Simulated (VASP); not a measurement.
Crystal: MoS2.

```
Mo S
1.0
     3.22746    0.00000    0.00000
    -1.61373    2.79507    0.00000
     0.00000    0.00000    6.31247
Mo S
1 2
Direct
  0.00000 0.00000 0.50000
  0.66667 0.33333 0.74468
  0.33333 0.66667 0.25532
```

- Program: VASP 6.6.1
- Task: relaxation of cell and atoms
- Functional: revPBE
- Dispersion: D4
- Potentials or basis: VASP PAW PBE potentials, release 64 (Mo_sv, S)
- Cutoff: 600 eV
- k mesh: 9 × 9 × 4
- Occupations: fermi-dirac, width 0.05 eV
- Spin: no spin polarisation

At the start: pressure -3.7 GPa; volume 18.98 Å³/atom.

Where does the relaxation end?

Over 14 steps the energy falls by 51.8 meV/atom and the volume is 16.34 Å³/atom (-13.9 %); space group P-3m1 (No. 164, to 0.1 Å) before and after.

Step by step:
```
step  energy change (eV)  largest force (eV/Å)  pressure (GPa)  volume (Å³)
   1              0.0000                0.2550           -3.66        56.94
   2             -0.0250                1.0113            3.94        53.44
   3             -0.0336                0.7494            1.20        54.58
   4             -0.0685                0.3169            0.18        53.55
   5             -0.0718                0.1641           -0.21        53.16
   6             -0.0828                0.1430           -0.39        52.86
   7             -0.1129                0.0888           -0.77        51.93
   8             -0.1515                0.0039           -0.97        50.00
   9             -0.1536                0.0427           -0.87        49.20
  10             -0.1540                0.0224           -0.90        49.49
  11             -0.1305                0.4895            5.40        47.39
  12             -0.1549                0.0587            0.04        49.15
  13             -0.1549                0.0546           -0.01        48.91
  14             -0.1553                0.0008            0.01        49.02
```

Final structure:
```yaml
crystal:
  lattice:
    - [3.16578, 0.00000, 0.00000]
    - [-1.58289, 2.74165, 0.00000]
    - [0.00000, 0.00000, 5.64830]
  atoms:
    - { symbol: Mo, position: [0.00000, 0.00000, 0.50000] }
    - { symbol: S, position: [0.66667, 0.33333, 0.77768] }
    - { symbol: S, position: [0.33333, 0.66667, 0.22233] }
```

Caveat: the PAW data sets were made with another functional, which shifts forces and pressure a little.
